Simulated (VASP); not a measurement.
# TeW (Fm-3m) in VASP: a series of runs, part 2 of 2

VASP 6.6.1. Earlier steps stand in the parts before.

**3. Relaxation of cell and atoms, PBEsol, collinear spin, ferromagnetic start**

Input file INCAR:

```
SYSTEM = TeW
  PREC = Accurate
  ENCUT = 600
  EDIFF = 1E-7
  ISMEAR = 0
  SIGMA = 0.1
  LREAL = .FALSE.
  LASPH = .TRUE.
  NELM = 150
  ALGO = Normal
  ISIF = 3
  LWAVE = .FALSE.
  LCHARG = .FALSE.
  ISPIN = 2
  MAGMOM = 1 0
  LORBIT = 11
  LMAXMIX = 4
  GGA = PS
  IBRION = 2
  NSW = 80
  EDIFFG = -0.01
```

Input file KPOINTS:

```
regular mesh
0
G
  14 14 14
  0 0 0
```

Input file POSCAR:

```
TeW
1.0
    0.0000000000      2.7828287133      2.7828287133
    2.7828287133      0.0000000000      2.7828287133
    2.7828287133      2.7828287133      0.0000000000
W Te
1 1
Direct
    0.0000000000      0.0000000000      0.0000000000
    0.5000000000      0.5000000000      0.5000000000
```

Potentials or basis: VASP PAW PBE potentials, release 64 (W_sv, Te).

On the command line:

```
> cat potpaw_PBE.64/W_sv/POTCAR potpaw_PBE.64/Te/POTCAR > POTCAR
> mpirun -np 1 vasp_std > vasp.out
```

OUTCAR:

```text
SYSTEM = TeW
   PREC = Accurate
   ENCUT = 600
   EDIFF = 1E-7
   ISMEAR = 0
   LREAL = .FALSE.
   LASPH = .TRUE.
   NELM = 150
   ISIF = 3
   ISPIN = 2
   LORBIT = 11
   GGA = PS
   IBRION = 2
   NSW = 80
   EDIFFG = -0.01

 ion  position               nearest neighbor table
   1  0.000  0.000  0.000-   2 2.78   2 2.78   2 2.78   2 2.78   2 2.78   2 2.78
   2  0.500  0.500  0.500-   1 2.78   1 2.78   1 2.78   1 2.78   1 2.78   1 2.78

  LATTYP: Found a face centered cubic cell.
 ALAT       =     5.5656574266

  Lattice vectors:

 A1 = (   0.0000000000,   2.7828287133,   2.7828287133)
 A2 = (   2.7828287133,   0.0000000000,   2.7828287133)
 A3 = (   2.7828287133,   2.7828287133,   0.0000000000)

Analysis of symmetry for initial positions (statically):
=====================================================================
 Subroutine PRICEL returns:
 Original cell was already a primitive cell.

 Routine SETGRP: Setting up the symmetry group for a
 face centered cubic supercell.

 Subroutine GETGRP returns: Found 48 space group operations
 (whereof 48 operations were pure point group operations)
 out of a pool of 48 trial point group operations.

The static configuration has the point symmetry O_h .

Analysis of symmetry for dynamics (positions and initial velocities):
=====================================================================
 Subroutine PRICEL returns:
 Original cell was already a primitive cell.

 Routine SETGRP: Setting up the symmetry group for a
 face centered cubic supercell.

 Subroutine GETGRP returns: Found 48 space group operations
 (whereof 48 operations were pure point group operations)
 out of a pool of 48 trial point group operations.

The dynamic configuration has the point symmetry O_h .

Analysis of structural, dynamic, and magnetic symmetry:
=====================================================================
 Subroutine PRICEL returns:
 Original cell was already a primitive cell.

 Routine SETGRP: Setting up the symmetry group for a
 face centered cubic supercell.

 Subroutine GETGRP returns: Found 48 space group operations
 (whereof 48 operations were pure point group operations)
 out of a pool of 48 trial point group operations.

The overall configuration has the point symmetry O_h .

[... 153 lines left out ...]
  --------------------------------------------------------------------------------------
  -------------------------------------------------------------------------------------
  Total        0.0489618      0.0489618      0.0489618      0.0000000      0.0000000     -0.0000000
  in kB        1.8200295      1.8200295      1.8200295      0.0000000      0.0000000     -0.0000000
  external PRESSURE =       1.8200295 kB  Pullay stress =       0.0000000 kB
[... 59 lines left out ...]
--------------------------------------- Ionic step        3  -------------------------------------------

 number of electron      20.0000001 magnetization       1.8954661

 Free energy of the ion-electron system (eV)
  ---------------------------------------------------
  ext. energy  EPLUGINS =         0.00000000
  ---------------------------------------------------
  free energy    TOTEN  =       -14.43865891 eV

  energy without entropy =      -14.42842617  energy(sigma->0) =      -14.43354254

 E-fermi :   9.9113     XC(G=0): -11.5936

 val. band max:        9.9098708674   @ k =   0.2143   0.0714   0.0000
 cond. band min:       9.9123930141   @ k =   0.4286   0.3571   0.0000
 fundamental gap:      0.0025221466
 Fermi energy:         9.9113177265

 spin component 1

 k-point     1 :       0.0000    0.0000    0.0000
  band No.  band energies     occupation
      1     -64.4605      1.00000
      2     -28.8157      1.00000
      3     -28.8157      1.00000
      4     -28.8157      1.00000
      5      -4.5163      1.00000
      6       7.8058      1.00000
      7       7.8058      1.00000
      8       7.8058      1.00000
      9       8.2431      1.00000
     10       8.2431      1.00000
     11       8.5672      1.00000
     12       8.5672      1.00000
     13       8.5672      1.00000
     14      12.4585      0.00000
[... 403 lines left out ...]
      4     -28.8190      1.00000
      5      -3.6066      1.00000
      6       4.1857      1.00000
      7       5.8039      1.00000
      8       6.1740      1.00000
      9       7.8341      1.00000
     10       8.8106      1.00000
     11       9.5055      1.00000
     12      10.8049      0.00000
     13      11.9437      0.00000
     14      15.0737      0.00000
     15      16.2705      0.00000

 [... further k-points ...]

 spin component 2

 k-point     1 :       0.0000    0.0000    0.0000
  band No.  band energies     occupation
      1     -63.8091      1.00000
      2     -27.9387      1.00000
      3     -27.9387      1.00000
      4     -27.9387      1.00000
      5      -4.3259      1.00000
      6       8.6810      1.00000
      7       8.6810      1.00000
      8       8.6810      1.00000
      9       8.8082      1.00000
     10       8.8082      1.00000
     11       8.8082      1.00000
     12       9.1420      1.00000
     13       9.1420      1.00000
     14      12.9748      0.00000
[... 444 lines left out ...]
  FREE ENERGIE OF THE ION-ELECTRON SYSTEM (eV)
  ---------------------------------------------------
  free  energy   TOTEN  =       -14.4386589079 eV

  energy  without entropy=      -14.4284261716  energy(sigma->0) =      -14.43354254

 reached required accuracy - stopping structural energy minimisation

 total charge

# of ion       s       p       d       tot
------------------------------------------
    1        2.341   6.124   3.503  11.968
    2        1.329   2.002   0.139   3.470
--------------------------------------------------
tot          3.670   8.126   3.641  15.438

 magnetization (x)

# of ion       s       p       d       tot
------------------------------------------
    1        0.101   0.013   1.394   1.508
    2        0.004  -0.046   0.033  -0.009
--------------------------------------------------
tot          0.106  -0.033   1.426   1.499
```

Wall time 1.7 min (1 thread of Intel Xeon 6975P-C (Granite Rapids), shared host); peak memory 0.3 GiB.

Results:

| Quantity | Value |
| --- | --- |
| Free energy | -14.4387 eV |
| Relaxed volume | 21.58 Å³/atom |
| Relaxed cell | a = 3.938 Å, b = 3.938 Å, c = 3.938 Å, α = 60.00°, β = 60.00°, γ = 60.00° |
| Space group after relaxing (to 0.05 Å) | Fm-3m (No. 225) |
| Energy gained by relaxing | 0.0 meV/atom |
| Ionic steps | 3 |
| Pressure after relaxing | 0.0 GPa |
| Net moment | 1.90 μB per cell |
| Site moments | W +1.51; Te -0.01 μB |
| Valence electrons inside the program's atomic spheres | W 11.97; Te 3.47 |

Final structure:
```xyz
2
Lattice="0.0000 2.7842 2.7842 2.7842 0.0000 2.7842 2.7842 2.7842 0.0000" Properties=species:S:1:pos:R:3 pbc="T T T"
W     0.0000    0.0000    0.0000
Te    2.7842    2.7842    2.7842
```

Caveat: the PAW data sets were made with another functional, which shifts forces and pressure a little; spin-orbit coupling is left out, which moves the levels of the heavy elements.
